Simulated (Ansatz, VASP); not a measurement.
**ZrAl3N4: VASP beside Ansatz**

File INCAR:

```
SYSTEM = ZrAl3N4
ALGO = Normal ; EDIFF = 1E-7
EDIFFG = -0.04 ; ENCUT = 600
GGA = PE ; IBRION = 2
ISIF = 3 ; ISMEAR = 0
LASPH = .True. ; LCHARG = .False.
LREAL = .False. ; LWAVE = .False.
NELM = 100 ; NSW = 90
PREC = Accurate ; SIGMA = 0.1
```

File KPOINTS:

```
k-points
0
Gamma
  4 4 6
  0 0 0
```

File POSCAR:

```
ZrAl3N4
1.0
    3.3349784600     -4.7163717700      0.0000000000
    3.3349784600      4.7163717700      0.0000000000
    0.0000000000      0.0000000000      3.3349784600
Zr Al N
1 3 4
Direct
    0.0000000000      0.0000000000      0.5000000000
    0.0000000000      0.5000000000      0.0000000000
    0.5000000000      0.5000000000      0.5000000000
    0.5000000000      0.0000000000      0.0000000000
    0.2500000000      0.2500000000      0.0000000000
    0.2500000000      0.7500000000      0.5000000000
    0.7500000000      0.2500000000      0.5000000000
    0.7500000000      0.7500000000      0.0000000000
```

Input for Ansatz:

```yaml
crystal:
  lattice:
    - [3.33497846, -4.71637177, 0.0]
    - [3.33497846, 4.71637177, 0.0]
    - [0.0, 0.0, 3.33497846]
  atoms:
    - { symbol: Zr, position: [0.0, 0.0, 0.5] }
    - { symbol: Al, position: [0.0, 0.5, 0.0] }
    - { symbol: Al, position: [0.5, 0.5, 0.5] }
    - { symbol: Al, position: [0.5, 0.0, 0.0] }
    - { symbol: "N", position: [0.25, 0.25, 0.0] }
    - { symbol: "N", position: [0.25, 0.75, 0.5] }
    - { symbol: "N", position: [0.75, 0.25, 0.5] }
    - { symbol: "N", position: [0.75, 0.75, 0.0] }
basis:
  ecutwfc: 420
kpoints:
  mp_grid: { grid: [4, 4, 6] }
hamiltonian:
  xc: pbe
scf:
  occupations: { method: gaussian, width: 0.1 }
  lower_state_search: "off"
output:
  forces: true
  stress: true
  eigenvalues: true
relax:
  adjacent_minimum: "off"
  f_tol: 0.04
  max_steps: 70
  cell: { stress_tol: 0.4 }
```

Alike in both runs: task relaxation of cell and atoms; functional PBE; k mesh 4 × 4 × 6; occupations gaussian, width 0.1 eV; no spin polarisation.

|  | VASP | Ansatz |
| --- | --- | --- |
| version | VASP 6.6.1 | Ansatz 0.2.0 |
| potentials or method | VASP PAW PBE potentials, release 64 (Zr_sv, Al, N), cutoff 600 eV | scalar-relativistic, plane waves, PAW |
| valence electrons in the cell | 41 | 41 |

```csv
,VASP,Ansatz,Ansatz less VASP
"gap on the k mesh at the Fermi level, each at its own relaxed structure (eV)",none,none,-
relaxed volume (Å³/atom),9.56,9.57,+0.006
relaxed cell length with the largest relative difference (Å),5.214,5.216,+0.0019
```

A gap of «none» marks a metal or a gap that the smearing closes.

Noted on VASP's run: the volume moved by over 15 % at a fixed basis, so the end points are rough.
